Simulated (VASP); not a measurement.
Crystal: Ta.

```
CELL_PARAMETERS angstrom
-2.57908 2.57908 1.41849
2.57908 -2.57908 1.41849
2.57908 2.57908 -1.41849
ATOMIC_POSITIONS crystal
Ta 0.62500 0.87500 0.75000
Ta 0.37500 0.12500 0.25000
```

| Quantity | Value |
| --- | --- |
| Program | VASP 6.6.1 |
| Task | relaxation of cell and atoms |
| Functional | PBE |
| Potentials or basis | VASP PAW PBE potentials, release 64 (Ta_pv) |
| Cutoff | 600 eV |
| k mesh | 17 × 17 × 17 |
| Occupations | fermi-dirac, width 0.1 eV |
| Spin | no spin polarisation |

At the start: pressure 7.3 GPa; volume 18.87 Å³/atom.

Q: How do energy, volume and symmetry change on relaxing?

A: Over 10 steps the energy falls by 26.4 meV/atom and the volume is 19.70 Å³/atom (+4.4 %); space group I4_1/amd (No. 141, to 0.1 Å) before and after.

Step by step:
| step | energy change (eV) | largest force (eV/Å) | pressure (GPa) | volume (Å³) |
| --- | --- | --- | --- | --- |
| 1 | 0.0000 | 0.0000 | 7.26 | 37.74 |
| 2 | 0.0596 | 0.0000 | -10.62 | 42.59 |
| 3 | -0.0463 | 0.0000 | -0.90 | 39.60 |
| 4 | -0.0463 | 0.0000 | -0.72 | 39.56 |
| 5 | -0.0526 | 0.0000 | 0.16 | 39.38 |
| 6 | -0.0527 | 0.0000 | 0.05 | 39.40 |
| 7 | -0.0527 | 0.0000 | 0.08 | 39.39 |
| 8 | -0.0527 | 0.0000 | -0.06 | 39.44 |
| 9 | -0.0527 | 0.0000 | -0.07 | 39.42 |
| 10 | -0.0527 | 0.0000 | -0.01 | 39.41 |

Final structure:
```yaml
crystal:
  lattice:
    - [-2.64575, 2.64575, 1.40746]
    - [2.64575, -2.64575, 1.40746]
    - [2.64575, 2.64575, -1.40746]
  atoms:
    - { symbol: Ta, position: [0.62500, 0.87500, 0.75000] }
    - { symbol: Ta, position: [0.37500, 0.12500, 0.25000] }
```
